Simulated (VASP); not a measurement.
Here is a VASP 6.6.1 calculation.

The input INCAR:

```
SYSTEM = Si
PREC = Accurate
ENCUT = 520
EDIFF = 1E-7
ISMEAR = 0
SIGMA = 0.05
LREAL = Auto
LASPH = .TRUE.
NELM = 80
ALGO = Normal
ISIF = 2
LWAVE = .FALSE.
LCHARG = .TRUE.
LELF = .TRUE.
LVHAR = .TRUE.
NBANDS = 48
```

Contents of KPOINTS:

```
Automatic mesh
0
G
  2 2 2
  0 0 0
```

The input POSCAR:

```
Si
1.0
    0.0000000000      5.4300000000      5.4300000000
    5.4300000000      0.0000000000      5.4300000000
    5.4300000000      5.4300000000      0.0000000000
Si
17
Direct
   -0.0004893867      0.0007574452      0.0003821975
    0.1233248806      0.1233029653      0.1233097851
   -0.0030452735     -0.0031802067      0.5032709474
    0.1229486462      0.1229406149      0.6311602471
   -0.0030778164      0.5033401047     -0.0031741663
    0.1228141571      0.6315598974      0.1228116765
   -0.0031886178      0.5032349055      0.5031233548
    0.1263655696      0.6245798144      0.6245582163
    0.5031313684     -0.0031256488     -0.0030866897
    0.6302341574      0.1232458758      0.1232517131
    0.5029825982     -0.0031924789      0.5032485472
    0.6246267657      0.1260953887      0.6246569405
    0.5029423082      0.5033200343     -0.0031887389
    0.6245930454      0.6246444822      0.1261765752
    0.5000792354      0.4998775403      0.4999378276
    0.6244890086      0.6245666990      0.6245436429
    0.2494694538      0.2508238667      0.2504034239
```

Potentials or basis: VASP PAW LDA potentials, release 64 (Si).

Command:

```bash
$ cat potpaw_LDA.64/Si/POTCAR > POTCAR
$ mpirun -np 1 vasp_std > vasp.out
```

Question: What does it give for the band gap on the k mesh?

Answer: Zero (bands 34 and 35 overlap by 0.24 eV).

Question: Predict the largest force.

Answer: 0.022 eV/Å.

Forces on the atoms (eV/Å):
```
Si   0.000  0.000  0.000
Si  -0.008 -0.016 -0.013
Si   0.003 -0.002  0.008
Si   0.009  0.001  0.000
Si   0.002  0.009 -0.001
Si   0.004  0.003 -0.002
Si  -0.010  0.000  0.000
Si  -0.011  0.007  0.005
Si   0.009 -0.001  0.001
Si  -0.006  0.012  0.014
Si   0.003 -0.008  0.002
Si   0.007 -0.012  0.011
Si   0.002  0.002 -0.008
Si   0.005  0.011 -0.012
Si  -0.001  0.000  0.000
Si  -0.011 -0.005 -0.007
Si   0.002  0.000  0.001
```

Caveat: the k points lie up to 0.50 Å⁻¹ apart.
